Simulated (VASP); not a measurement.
# ZrC (rock salt type) (Fm-3m) in VASP: a series of runs

The runs below take ZrC (rock salt type) through single point, with HSE06.

Program: VASP 6.6.1. These are calculated values, not measurements. Logs are shortened: lines on timing, memory, paths and dates and some standing lists are left out, and cuts for length are marked.

### 1 The cell of the first run

The structure is cubic, space group Fm-3m (No. 225). Conventional cell: a = 4.726 Å, b = 4.726 Å, c = 4.726 Å, α = 90.00°, β = 90.00°, γ = 90.00°. Within 3.1 Å of Zr (site symmetry m-3m) lie 6 C at 2.36 Å. C (site symmetry m-3m) has 6 Zr at 2.36 Å within 3.1 Å.

### 2 Single point, HSE06

POSCAR reads:

```
ZrC
1.0
    0.0000000000      2.3628239777      2.3628239777
    2.3628239777      0.0000000000      2.3628239777
    2.3628239777      2.3628239777      0.0000000000
Zr C
1 1
Direct
    0.0000000000      0.0000000000      0.0000000000
    0.5000000000      0.5000000000      0.5000000000
```

INCAR.step1 reads:

```
PREC = Accurate ; ENCUT = 520
EDIFF = 1E-5 ; ISMEAR = -1
SIGMA = 0.1 ; LREAL = F
LASPH = T ; NELM = 80
ALGO = Normal ; ISIF = 2
LWAVE = T ; LCHARG = F
NBANDS = 15 ; GGA = PE
```

INCAR.step2 reads:

```
PREC = Accurate ; ENCUT = 520
EDIFF = 1E-7 ; ISMEAR = -1
SIGMA = 0.1 ; LREAL = F
LASPH = T ; NELM = 80
ALGO = Normal ; ISIF = 2
LWAVE = F ; LCHARG = F
GGA = PE ; LHFCALC = T
HFSCREEN = 0.2079 ; PRECFOCK = Normal
NBANDS = 15 ; ISTART = 1
```

KPOINTS reads:

```
Automatic mesh
0
Gamma
  4 4 4
```

Potentials or basis: VASP PAW PBE potentials, release 64 (Zr_sv, C).

On the command line:

```bash
> cat potpaw_PBE.64/Zr_sv/POTCAR potpaw_PBE.64/C/POTCAR > POTCAR
> cp INCAR.step1 INCAR
> mpirun -np 1 vasp_std > vasp.out
> cp INCAR.step2 INCAR
> mpirun -np 1 vasp_std > vasp.out
```

OUTCAR:

```text
PREC = Accurate
   ENCUT = 520
   EDIFF = 1E-7
   ISMEAR = -1
   LREAL = F
   LASPH = T
   NELM = 80
   ISIF = 2
   GGA = PE
   LHFCALC = T
   HFSCREEN = 0.2079
   PRECFOCK = Normal
   ISTART = 1

 ion  position               nearest neighbor table
   1  0.000  0.000  0.000-   2 2.36   2 2.36   2 2.36   2 2.36   2 2.36   2 2.36
   2  0.500  0.500  0.500-   1 2.36   1 2.36   1 2.36   1 2.36   1 2.36   1 2.36

  LATTYP: Found a face centered cubic cell.
 ALAT       =     4.7256479554

  Lattice vectors:

 A1 = (   0.0000000000,   2.3628239777,   2.3628239777)
 A2 = (   2.3628239777,   0.0000000000,   2.3628239777)
 A3 = (   2.3628239777,   2.3628239777,   0.0000000000)

Analysis of symmetry for initial positions (statically):
=====================================================================
 Subroutine PRICEL returns:
 Original cell was already a primitive cell.

 Routine SETGRP: Setting up the symmetry group for a
 face centered cubic supercell.

 Subroutine GETGRP returns: Found 48 space group operations
 (whereof 48 operations were pure point group operations)
 out of a pool of 48 trial point group operations.

The static configuration has the point symmetry O_h .

Analysis of symmetry for dynamics (positions and initial velocities):
=====================================================================
 Subroutine PRICEL returns:
 Original cell was already a primitive cell.

 Routine SETGRP: Setting up the symmetry group for a
 face centered cubic supercell.

 Subroutine GETGRP returns: Found 48 space group operations
 (whereof 48 operations were pure point group operations)
 out of a pool of 48 trial point group operations.

The dynamic configuration has the point symmetry O_h .

 Subroutine INISYM returns: Found 48 space group operations
 (whereof 48 operations are pure point group operations),
 and found     1 'primitive' translations

----------------------------------------------------------------------------------------

                                     Primitive cell

  volume of cell :      26.3830

  direct lattice vectors                    reciprocal lattice vectors
     0.000000000  2.362823978  2.362823978    -0.211611193  0.211611193  0.211611193
     2.362823978  0.000000000  2.362823978     0.211611193 -0.211611193  0.211611193
     2.362823978  2.362823978  0.000000000     0.211611193  0.211611193 -0.211611193

  length of vectors
     3.341537715  3.341537715  3.341537715     0.366521337  0.366521337  0.366521337

  position of ions in fractional coordinates (direct lattice)
     0.000000000  0.000000000  0.000000000
     0.500000000  0.500000000  0.500000000

  ion indices of the primitive-cell ions
   primitive index   ion index
                 1           1
                 2           2

----------------------------------------------------------------------------------------

 KPOINTS: Automatic mesh

Automatic generation of k-mesh.
 Grid dimensions read from file:
 generate k-points for:    4    4    4

 Generating k-lattice:

  Cartesian coordinates                     Fractional coordinates (reciprocal lattice)
    -0.052902798  0.052902798  0.052902798     0.250000000  0.000000000  0.000000000
     0.052902798 -0.052902798  0.052902798     0.000000000  0.250000000  0.000000000
     0.052902798  0.052902798 -0.052902798     0.000000000  0.000000000  0.250000000

  Length of vectors
     0.091630334  0.091630334  0.091630334

  Shift w.r.t. Gamma in fractional coordinates (k-lattice)
     0.000000000  0.000000000  0.000000000

 Subroutine IBZKPT returns following result:
 ===========================================

 Found      8 irreducible k-points:

 Following reciprocal coordinates:
            Coordinates               Weight
  0.000000  0.000000  0.000000      1.000000
  0.250000  0.000000  0.000000      8.000000
  0.500000  0.000000  0.000000      4.000000
  0.250000  0.250000  0.000000      6.000000
  0.500000  0.250000  0.000000     24.000000
 -0.250000  0.250000  0.000000     12.000000
  0.500000  0.500000  0.000000      3.000000
 -0.250000  0.500000  0.250000      6.000000
   k-points           NKPTS =      8   k-points in BZ     NKDIM =     64   number of bands    NBANDS=     15
   number of dos      NEDOS =    301   number of ions     NIONS =      2
   total plane-waves  NPLWV =  21952
   dimension x,y,z NGX =    28 NGY =   28 NGZ =   28
   dimension x,y,z NGXF=    56 NGYF=   56 NGZF=   56
   ions per type =               1   1
   NGX,Y,Z   is equivalent  to a cutoff of  13.93, 13.93, 13.93 a.u.
   NGXF,Y,Z  is equivalent  to a cutoff of  27.86, 27.86, 27.86 a.u.
 SYSTEM =  unknown system
   PREC   = accura    normal or accurate (medium, high low for compatibility)
   ISTART =      1    job   : 0-new  1-cont  2-samecut
   ICHARG =      0    charge: 1-file 2-atom 10-const
   ISPIN  =      1    spin polarized calculation?
   LNONCOLLINEAR =      F non collinear calculations
   LSORBIT =      F    spin-orbit coupling
   LASPH  =      T    aspherical Exc in radial PAW
   ENCUT  =  520.0 eV  38.22 Ry    6.18 a.u.   6.21  6.21  6.21*2*pi/ulx,y,z
   NELM   =     80;   NELMIN=  2; NELMDL=  0     # of ELM steps
   EDIFF  = 0.1E-06   stopping-criterion for ELM
   LREAL  =      F    real-space projection
   EDIFFG = 0.1E-05   stopping-criterion for IOM
   NSW    =      0    number of steps for IOM
   IBRION =     -1    ionic relax: 0-MD 1-quasi-New 2-CG
   NFREE  =      0    steps in history (QN), initial steepest desc. (CG)
   ISIF   =      2    stress and relaxation
   ISYM   =      3    0-nonsym 1-usesym 2-fastsym
   POTIM  = 0.5000    time-step for ionic-motion
   TEBEG  =    0.0;   TEEND  =   0.0 temperature during run
   PSTRESS=    0.0 pullay stress
   NELECT =      16.0000    total number of electrons
   NUPDOWN=      -1.0000    fix difference up-down
   EMIN   =  10.00;   EMAX   =-10.00  energy-range for DOS
   EFERMI =   0.00;   METHOD = LEGACY
   ISMEAR =    -1;   SIGMA  =   0.10  broadening in eV -4-tet -1-fermi 0-gaus
   EFERMI_NEDOS =   21; number of points for ismear=-14 and -15
   IALGO  =     38    algorithm
   IMIX   =      1    mixing-type and parameters
     AMIX     =   0.40;   BMIX     =  1.00
     AMIX_MAG =   1.60;   BMIX_MAG =  1.00
  volume/ion in A,a.u.               =      13.19        89.02
  Fermi-wavevector in a.u.,A,eV,Ry     =   1.385714  2.618619 26.125934  1.920202
  Thomas-Fermi vector in A             =   2.510098
   LORBIT       =      0    0 simple, 1 ext, 2 COOP (PROOUT), +10 PAW based schemes
   GGA     = PE    functional components
   LHFCALC =     T    Hartree Fock is set to
   PRECFOCK=normal    Normal, Fast or Accurate (Low or Medium for compatibility)
   ENCUT4O =  -1.0   cutoff for four orbital integrals eV
   NKREDX  =     1    reduce k-point grid by
   NKREDY  =     1    reduce k-point grid by
   NKREDZ  =     1    reduce k-point grid by
   AEXX    =    0.2500 exact exchange contribution
   HFSCREEN=    0.2079 screening length (either q_TF or 0.3 A-1)
   HFSCREENC=   0.2079 screening length for correlation (either q_TF or 0.3 A-1)
   ENCUTFOCK=  -1.0 apply spherical cutoff to Coloumb kernel
   IVDW    =     0    specifies the selected vdW correction
   LEPSILON=     F    determine dielectric tensor
   LRPA    =     F    only Hartree local field effects (RPA)
 non-spin polarized calculation
  energy-cutoff  :      520.00
  volume of cell :       26.38
 maximum number of plane-waves:       725
 NGX is ok and might be reduce to    28
  NGX = 20; NGY = 20; NGZ = 20

 number of electron      16.0000000 magnetization

 Free energy of the ion-electron system (eV)
  ---------------------------------------------------
  ext. energy  EPLUGINS =         0.00000000
  ---------------------------------------------------
  free energy    TOTEN  =       -22.27244917 eV

  energy without entropy =      -22.24553336  energy(sigma->0) =      -22.25899127

 E-fermi :   9.0682     XC(G=0):  -9.8919

 val. band max:        8.9468321479   @ k =   0.2500   0.2500   0.0000
 cond. band min:       9.1552429665   @ k =   0.5000   0.5000   0.0000
 fundamental gap:      0.2084108186
 Fermi energy:         9.0682141202

 k-point     1 :       0.0000    0.0000    0.0000
  band No.  band energies     occupation
      1     -42.3983      2.00000
      2     -18.7049      2.00000
      3     -18.7049      2.00000
      4     -18.7049      2.00000
      5      -3.6543      2.00000
      6      10.2430      0.00002
      7      10.2430      0.00002
      8      10.2430      0.00002
      9      10.9171      0.00000
     10      10.9171      0.00000
     11      10.9171      0.00000
     12      12.6048      0.00000
     13      12.6048      0.00000
     14      17.2926      0.00000
     15      20.4584      0.00000

 k-point     2 :       0.2500    0.0000    0.0000
  band No.  band energies     occupation
      1     -42.3459      2.00000
      2     -19.1808      2.00000
      3     -18.7437      2.00000
      4     -18.7437      2.00000
      5      -2.2891      2.00000
      6       6.1003      2.00000
      7       7.2318      2.00000
      8       7.2318      2.00000
      9      12.5124      0.00000
     10      12.5124      0.00000
     11      12.6486      0.00000
     12      16.8776      0.00000
     13      16.8776      0.00000
     14      19.2374      0.00000
     15      23.2712      0.00000
[... 77 lines left out ...]
      3     -19.0026      2.00000
      4     -19.0026      2.00000
      5      -2.3303      2.00000
      6       6.5508      2.00000
      7       7.6284      2.00000
      8       9.1552      0.59039
      9       9.1552      0.59039
     10      14.3675      0.00000
     11      15.8731      0.00000
     12      15.8731      0.00000
     13      18.1329      0.00000
     14      20.4419      0.00000
     15      22.4652      0.00000

 k-point     8 :      -0.2500    0.5000    0.2500
  band No.  band energies     occupation
      1     -42.2575      2.00000
      2     -19.2517      2.00000
      3     -19.2517      2.00000
      4     -19.0278      2.00000
      5      -1.5914      2.00000
      6       6.2040      2.00000
      7       6.4216      2.00000
      8       6.4216      2.00000
      9      13.2246      0.00000
     10      13.2246      0.00000
     11      15.8866      0.00000
     12      17.0766      0.00000
     13      17.1593      0.00000
     14      23.8045      0.00000
     15      23.8047      0.00000

------------------------ aborting loop because EDIFF is reached ----------------------------------------

  FORCE on cell =-STRESS in cart. coord.  units (eV):
  Direction    XX          YY          ZZ          XY          YZ          ZX
  --------------------------------------------------------------------------------------
  -------------------------------------------------------------------------------------
  Total       -0.8927406     -0.8927406     -0.8927406     -0.0000000      0.0000000     -0.0000000
  in kB      -54.2140372    -54.2140372    -54.2140372     -0.0000000      0.0000000     -0.0000000
  external PRESSURE =     -54.2140372 kB  Pullay stress =       0.0000000 kB

 VOLUME and BASIS-vectors are now :
 -----------------------------------------------------------------------------
  energy-cutoff  :      520.00
  volume of cell :       26.38
      direct lattice vectors                 reciprocal lattice vectors
     0.000000000  2.362823978  2.362823978    -0.211611193  0.211611193  0.211611193
     2.362823978  0.000000000  2.362823978     0.211611193 -0.211611193  0.211611193
     2.362823978  2.362823978  0.000000000     0.211611193  0.211611193 -0.211611193

 POSITION                                       TOTAL-FORCE (eV/Angst)
 -----------------------------------------------------------------------------------
      0.00000      0.00000      0.00000         0.000000      0.000000     -0.000000
      2.36282      2.36282      2.36282         0.000000      0.000000      0.000000
 -----------------------------------------------------------------------------------
    total drift:                                0.000000     -0.000000      0.000000

  FREE ENERGIE OF THE ION-ELECTRON SYSTEM (eV)
  ---------------------------------------------------
  free  energy   TOTEN  =       -22.2724491709 eV

  energy  without entropy=      -22.2455333630  energy(sigma->0) =      -22.25899127
```

It took 3.1 min on 1 thread of AMD EPYC 9R14 (Zen 4), shared host; peak memory 0.22 GiB.

Results:

| Quantity | Value |
| --- | --- |
| Free energy | -22.2724 eV |
| Pressure | -5.4 GPa |
| Band gap on the k mesh | zero (band 8 reaches 10.24 eV, above the bottom of band 9 at 8.95 eV) |

Levels at points of the mesh, in eV from the Fermi level:
```csv
k point,band 6,band 7,band 8,band 9,band 10,band 11
"(0.00, 0.00, 0.00)",1.17,1.17,1.17,1.85,1.85,1.85
"(0.50, 0.00, 0.00)",-5.88,-3.19,-3.19,5.60,5.60,6.48
"(0.50, 0.50, 0.00)",-2.52,-1.44,0.09,0.09,5.30,6.80
```

Caveat: the k points lie up to 0.58 Å⁻¹ apart; the PAW data sets were made with another functional, which shifts forces and pressure a little.

### 3 Single point, HSE06

This run uses another cell than the first one, of 13.58 Å³/atom, 1.030 times its volume.

POSCAR reads:

```
ZrC
1.0
    0.0000000000      2.3859903960      2.3859903960
    2.3859903960      0.0000000000      2.3859903960
    2.3859903960      2.3859903960      0.0000000000
Zr C
1 1
Direct
    0.0000000000      0.0000000000      0.0000000000
    0.5000000000      0.5000000000      0.5000000000
```

INCAR.step1 reads:

```
PREC = Accurate ; ENCUT = 520
EDIFF = 1E-5 ; ISMEAR = -1
SIGMA = 0.1 ; LREAL = False
LASPH = True ; NELM = 80
ALGO = Normal ; ISIF = 2
LWAVE = True ; LCHARG = False
GGA = PE ; NBANDS = 15
```

INCAR.step2 reads:

```
PREC = Accurate ; ENCUT = 520
EDIFF = 1E-6 ; ISMEAR = -1
SIGMA = 0.1 ; LREAL = False
LASPH = True ; NELM = 80
ALGO = Normal ; ISIF = 2
LWAVE = False ; LCHARG = False
GGA = PE ; LHFCALC = True
HFSCREEN = 0.2079 ; PRECFOCK = Normal
ISTART = 1 ; NBANDS = 15
```

KPOINTS is that of step 2.

Potentials or basis: VASP PAW PBE potentials, release 64 (Zr_sv, C).

On the command line:

```bash
> cat potpaw_PBE.64/Zr_sv/POTCAR potpaw_PBE.64/C/POTCAR > POTCAR
> cp INCAR.step1 INCAR
> mpirun -np 1 vasp_std > vasp.out
> cp INCAR.step2 INCAR
> mpirun -np 1 vasp_std > vasp.out
```

It took 2.9 min on 1 thread of AMD EPYC 9R14 (Zen 4), shared host; peak memory 0.23 GiB.

Results (log left out):

- Free energy: -22.2323 eV
- Pressure: -11.1 GPa
- Band gap on the k mesh: zero (band 8 reaches 9.93 eV, above the bottom of band 9 at 8.69 eV)

Levels at points of the mesh, in eV from the Fermi level:
```csv
k point,band 5,band 6,band 7,band 8,band 9,band 10,band 11,band 12
"(0.00, 0.00, 0.00)",-12.61,1.17,1.17,1.17,1.82,1.82,1.82,3.42
"(0.50, 0.00, 0.00)",-9.44,-5.76,-3.10,-3.10,5.41,5.41,6.27,7.09
"(0.50, 0.50, 0.00)",-11.27,-2.56,-1.35,0.04,0.04,5.11,6.56,6.56
```

Caveat: the k points lie up to 0.57 Å⁻¹ apart; the PAW data sets were made with another functional, which shifts forces and pressure a little.
